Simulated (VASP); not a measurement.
Wanted: the native input for a VASP 6.6.1 run.

* Task: single point
* Functional: PBE
* Potentials or basis: VASP PAW PBE potentials, release 64 (Mg, Zn, C)
* Cutoff: 520 eV
* k mesh: 8 × 8 × 8
* Occupations: methfessel-paxton, width 0.1 eV
* Spin: no spin polarisation
* Dipole correction: no
* Further INCAR settings: ALGO = Normal; EDIFF = 1e-07; NBANDS = 19

The structure of Mg3ZnC lies in POSCAR:

```
Mg3ZnC
1.0
    4.4069300000      0.0000000000      0.0000000000
    0.0000000000      4.4069300000      0.0000000000
    0.0000000000      0.0000000000      4.1865835000
Mg Zn C
3 1 1
Direct
    0.0000000000      0.5000000000      0.5000000000
    0.5000000000      0.5000000000      0.0000000000
    0.5000000000      0.0000000000      0.5000000000
    0.0000000000      0.0000000000      0.0000000000
    0.5000000000      0.5000000000      0.5000000000
```

The input as run:

INCAR

```
SYSTEM = Mg3ZnC
ALGO = Normal ; EDIFF = 1E-7
ENCUT = 520 ; GGA = PE
ISIF = 2 ; ISMEAR = 1
LASPH = .True. ; LCHARG = .True.
LELF = .True. ; LREAL = .False.
LVHAR = .True. ; LWAVE = .False.
NBANDS = 19 ; NELM = 100
PREC = Accurate ; SIGMA = 0.1
```

KPOINTS

```
k-points
0
Gamma
  8 8 8
  0 0 0
```

Potentials or basis: VASP PAW PBE potentials, release 64 (Mg, Zn, C).

Command:

```sh
$ cat potpaw_PBE.64/Mg/POTCAR potpaw_PBE.64/Zn/POTCAR potpaw_PBE.64/C/POTCAR > POTCAR
$ mpirun -np 1 vasp_std > vasp.out
```

Results of the run:

The pressure is 3.4 GPa and the band gap on the k mesh is zero (bands 11 and 12 overlap by 3.40 eV).

Caveat: the cell stands under pressure.

Run time: 2.7 min on 1 thread of Intel(R) Xeon(R) Platinum 8488C (Sapphire Rapids), on a shared host, peak memory 0.27 GiB.
